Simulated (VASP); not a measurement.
Wanted: the native input for a VASP 6.6.1 run.

* Task: electric field gradients
* Functional: PBE
* Potentials or basis: VASP PAW PBE potentials, release 64 (Mg)
* Cutoff: 520 eV
* k mesh: 15 × 15 × 8
* Occupations: fermi-dirac, width 0.15 eV
* Spin: no spin polarisation
* Dipole correction: no
* Further INCAR settings: ALGO = Normal; EDIFF = 1e-08; NBANDS = 9

The structure of Mg lies in POSCAR:

```
Mg
1.0
    3.2071272454      0.0000000000      0.0000000000
   -1.6035636227      2.7774536677      0.0000000000
    0.0000000000      0.0000000000      5.1634531938
Mg
2
Direct
    0.3333333333      0.6666666667      0.2500000000
    0.6666666667      0.3333333333      0.7500000000
```

These files were run (other wordings do the same):

INCAR

```
PREC = Accurate
ENCUT = 520
EDIFF = 1E-8
ISMEAR = -1
SIGMA = 0.15
LREAL = F
LASPH = T
NELM = 100
ALGO = Normal
ISIF = 2
LWAVE = F
LCHARG = F
GGA = PE
LEFG = T
NBANDS = 9
```

KPOINTS

```
regular mesh
0
Gamma
  15 15 8
```

Potentials or basis: VASP PAW PBE potentials, release 64 (Mg).

Run with:

```bash
$ cat potpaw_PBE.64/Mg/POTCAR > POTCAR
$ mpirun -np 1 vasp_std > vasp.out
```

It gave:

| Quantity | Value |
| --- | --- |
| Pressure | -0.1 GPa |
| Band gap on the k mesh | zero (bands 2 and 3 overlap by 2.07 eV) |
| Largest electric field gradient by atom | Mg +0.20 V/Å² |

Caveat: without QUAD_EFG the Cq values of the log hold for a quadrupole moment of 1 mb, not for the nuclei.

Wall time 31 s on 1 thread of AMD EPYC 7R13 Processor (Zen 3), on a shared host, peak memory 0.16 GiB.
